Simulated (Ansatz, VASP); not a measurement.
**SiC in VASP and in Ansatz**

INCAR

```
SYSTEM = SiC
ALGO = Normal ; EDIFF = 1E-6
EDIFFG = -0.002 ; ENCUT = 600
GGA = PS ; IBRION = 2
ISIF = 3 ; ISMEAR = 0
LASPH = .TRUE. ; LCHARG = .FALSE.
LREAL = .FALSE. ; LWAVE = .FALSE.
NELM = 60 ; NSW = 100
PREC = Accurate ; SIGMA = 0.02
```

Contents of KPOINTS:

```
k-points
0
G
  15 15 8
  0 0 0
```

The input POSCAR:

```
SiC
1.0
    3.0760000000      0.0000000000      0.0000000000
   -1.5380000000      2.6638941420      0.0000000000
    0.0000000000      0.0000000000      5.0480000000
Si C
2 2
Direct
    0.3333333333      0.6666666667      0.0000000000
    0.6666666667      0.3333333333      0.5000000000
    0.3333333333      0.6666666667      0.3750000000
    0.6666666667      0.3333333333      0.8750000000
```

Input for Ansatz:

```yaml
crystal:
  lattice:
    - [3.076, 0.0, 0.0]
    - [-1.538, 2.663894142, 0.0]
    - [0.0, 0.0, 5.048]
  atoms:
    - { symbol: Si, position: [0.3333333333, 0.6666666667, 0.0] }
    - { symbol: Si, position: [0.6666666667, 0.3333333333, 0.5] }
    - { symbol: C, position: [0.3333333333, 0.6666666667, 0.375] }
    - { symbol: C, position: [0.6666666667, 0.3333333333, 0.875] }
basis:
  ecutwfc: 420
kpoints:
  mp_grid: { grid: [15, 15, 8] }
hamiltonian:
  xc: pbesol
  pseudopotentials: { kind: paw, azcp: { folder: soft_1 } }
scf:
  occupations: { method: gaussian, width: 0.02 }
output:
  forces: true
  stress: true
  eigenvalues: true
relax:
  adjacent_minimum: "off"
  f_tol: 0.002
  max_steps: 80
  cell: { stress_tol: 0.02 }
```

Alike in both runs: task relaxation of cell and atoms; functional PBEsol; k mesh 15 × 15 × 8; occupations gaussian, width 0.02 eV; no spin polarisation.

|  | VASP | Ansatz |
| --- | --- | --- |
| version | VASP 6.6.1 | Ansatz 0.2.0 |
| potentials or method | VASP PAW PBE potentials, release 64 (Si, C), cutoff 600 eV | scalar-relativistic, plane waves, PAW |
| valence electrons in the cell | 16 | 16 |

```tsv
	VASP	Ansatz	Ansatz less VASP
gap on the k mesh at the Fermi level, each at its own relaxed structure (eV)	2.12	2.13	+0.010
relaxed volume (Å³/atom)	10.35	10.34	-0.011
relaxed cell length with the largest relative difference (Å)	5.050	5.048	-0.0019
```

VASP's potentials were made for PBE, not for PBEsol, and Ansatz warns of the same on its side.
